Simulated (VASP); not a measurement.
Wanted: the native input for a VASP 6.6.1 run.

```yaml
Task: single point
Functional: PBE
Potentials_or_basis: VASP PAW PBE potentials, release 64 (Sr_sv, O)
Cutoff: 520 eV
k_mesh: 12 × 12 × 6
Occupations: gaussian, width 0.1 eV
Spin: no spin polarisation
Dipole_correction: no
Further_INCAR_settings: ALGO = Normal; EDIFF = 1e-07; NBANDS = 24
```

The structure of SrO lies in POSCAR:

```
SrO
1.0
    3.9426612778      0.0000000000      0.0000000000
   -1.9713306389      3.4144448251      0.0000000000
    0.0000000000      0.0000000000      7.2129608148
Sr O
2 2
Direct
    0.0000000000      0.0000000000      0.8054037918
    0.0000000000      0.0000000000      0.1945962082
    0.3333333333      0.6666666667      0.0000000000
    0.6666666667      0.3333333333      0.0000000000
```

One way to write it, as run:

INCAR

```
SYSTEM = SrO
  PREC = Accurate
  ENCUT = 520
  EDIFF = 1E-7
  ISMEAR = 0
  SIGMA = 0.1
  LREAL = .FALSE.
  LASPH = .TRUE.
  NELM = 80
  ALGO = Normal
  ISIF = 2
  LWAVE = .FALSE.
  LCHARG = .FALSE.
  GGA = PE
  NBANDS = 24
```

KPOINTS

```
regular mesh
0
G
  12 12 6
  0 0 0
```

Potentials or basis: VASP PAW PBE potentials, release 64 (Sr_sv, O).

Command:

```console
$ cat potpaw_PBE.64/Sr_sv/POTCAR potpaw_PBE.64/O/POTCAR > POTCAR
$ mpirun -np 1 vasp_std > vasp.out
```

It gave:

```
Pressure               : 0.3 GPa
Largest force          : 0.098 eV/Å
Band gap on the k mesh : zero (band 16 reaches 2.86 eV, above the bottom of band 17 at 1.10 eV)
```

Wall time 95 s on 1 thread of Intel(R) Xeon(R) 6975P-C (Granite Rapids), on a shared host, peak memory 0.3 GiB.
